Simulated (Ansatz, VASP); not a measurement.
## Sb: VASP beside Ansatz

```
CELL_PARAMETERS angstrom
2.25694 1.30305 4.08604
-2.25694 1.30305 4.08604
0.00000 -2.60609 4.08604
ATOMIC_POSITIONS crystal
Sb 0.23034 0.23034 0.23034
Sb 0.76966 0.76966 0.76966
```

Alike in both runs: task single point; functional RPBE; k mesh 14 × 14 × 14; occupations fermi-dirac, width 0.1 eV; no spin polarisation.

|  | VASP | Ansatz |
| --- | --- | --- |
| version | VASP 6.6.1 | Ansatz 0.2.0 |
| potentials or method | VASP PAW PBE potentials, release 64 (Sb), cutoff 520 eV | plane waves (420 eV) with PAW, scalar-relativistic |
| valence electrons in the cell | 10 | 30 |

```csv
,VASP,Ansatz,Ansatz less VASP
pressure (GPa),-2.9,-2.8,+0.03
"traceless stress, the component that is largest in VASP (GPa)",0.60,0.61,+0.006
```

VASP's potentials were made for PBE, not for RPBE. With one functional, cell and mesh, what is left measures potentials, basis and numerics. VASP's potentials hold 10 valence electrons a cell and Ansatz's 30, so a difference there can come from the potentials and not from the codes.

Spin-orbit coupling is off throughout.
